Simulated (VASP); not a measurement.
Runs of VASP 6.6.1 on HfB. The structure is that of space group Fm-3m (No. 225), or close to it. The cells are those of the table. 

```tsv
task	cell	gap on the mesh (eV)	pressure (GPa)
electric field gradients	a = 3.200 Å, angles 60.0°, 2 atoms	none	38.4
electric field gradients	a = 3.288 Å, angles 60.0°, 2 atoms	none	14.9
electric field gradients	a = 3.223 Å, angles 60.0°, 2 atoms	none	31.7
electric field gradients	a = 3.251, b = 3.251, c = 3.234 Å, angles 60.2, 60.2, 59.7°, 2 atoms	none	(a)
single point	a = 3.234, b = 3.234, c = 3.201 Å, angles 60.3, 60.3, 59.3°, 2 atoms	none	31.7
```

Alike in all rows: level LDA; potentials or basis VASP PAW LDA potentials, release 64 (Hf_pv, B); no spin polarisation; k mesh 15 × 15 × 15; cutoff (eV) 520; smearing fermi-dirac 0.05 eV.

**Question.** Fill in the values left out.

**Answer.** (a) 25.6.

Caveats: the cell stands under pressure; spin-orbit coupling is left out, which moves the levels of the heavy elements.

A k mesh can miss the band edges, and the runs leave out spin-orbit coupling on Hf.

A gap of «none» marks levels without a gap at the run's occupations.
